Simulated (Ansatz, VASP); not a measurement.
## TiAl in VASP and in Ansatz

POSCAR

```
TiAl
1.0
    3.0980848180      0.0000000000      0.0000000000
   -1.5490424090      2.6830201555      0.0000000000
    0.0000000000      0.0000000000      4.2631581631
Ti Al
1 1
Direct
    0.0000000000      0.0000000000      0.0000000000
    0.3333333333      0.6666666667      0.5000000000
```

The input INCAR.step1:

```
SYSTEM = TiAl
PREC = Accurate
ENCUT = 520
ISMEAR = 0
SIGMA = 0.15
LREAL = .FALSE.
LASPH = .TRUE.
NELM = 100
NBANDS = 14
GGA = PE
ALGO = Normal
EDIFF = 1E-4
LWAVE = .TRUE.
LCHARG = .FALSE.
```

File INCAR.step2:

```
SYSTEM = TiAl
PREC = Accurate
ENCUT = 520
EDIFF = 1E-7
ISMEAR = 0
SIGMA = 0.15
LREAL = .FALSE.
LASPH = .TRUE.
NELM = 100
ALGO = Normal
ISIF = 2
LWAVE = .FALSE.
LCHARG = .FALSE.
METAGGA = R2SCAN
LMIXTAU = .TRUE.
NBANDS = 14
ISTART = 1
```

The input KPOINTS:

```
regular mesh
0
G
  24 24 14
  0 0 0
```

Input for Ansatz:

```yaml
crystal:
  lattice:
    - [3.098084818, 0.0, 0.0]
    - [-1.549042409, 2.6830201555, 0.0]
    - [0.0, 0.0, 4.2631581631]
  atoms:
    - { symbol: Ti, position: [0.0, 0.0, 0.0] }
    - { symbol: Al, position: [0.3333333333, 0.6666666667, 0.5] }
basis:
  ecutwfc: 500
kpoints:
  mp_grid: { grid: [24, 24, 14] }
hamiltonian:
  xc: r2scan
scf:
  occupations: { method: gaussian, width: 0.15 }
output:
  forces: true
  stress: true
  eigenvalues: true
```

Change from the starting cell: strain +0.080 along x and y, -0.080 along z, atoms carried along.

Alike in both runs: task single point; functional r2SCAN; k mesh 24 × 24 × 14; occupations gaussian, width 0.15 eV; no spin polarisation.

|  | VASP | Ansatz |
| --- | --- | --- |
| version | VASP 6.6.1 | Ansatz 0.2.0 |
| potentials or method | VASP PAW PBE potentials, release 64 (Ti_sv, Al), cutoff 520 eV | scalar-relativistic, plane waves, PAW |
| valence electrons in the cell | 15 | 15 |

|  | VASP | Ansatz | Ansatz less VASP |
| --- | --- | --- | --- |
| gap on the k mesh at the Fermi level (eV) | none | none | - |
| pressure (GPa) | -4.1 | -4.2 | -0.09 |
| traceless stress, the component that is largest in VASP (GPa) | 11.26 | 11.27 | +0.013 |

VASP's potentials were made for PBE, not for r2SCAN. A gap of «none» marks a metal or a gap that the smearing closes.
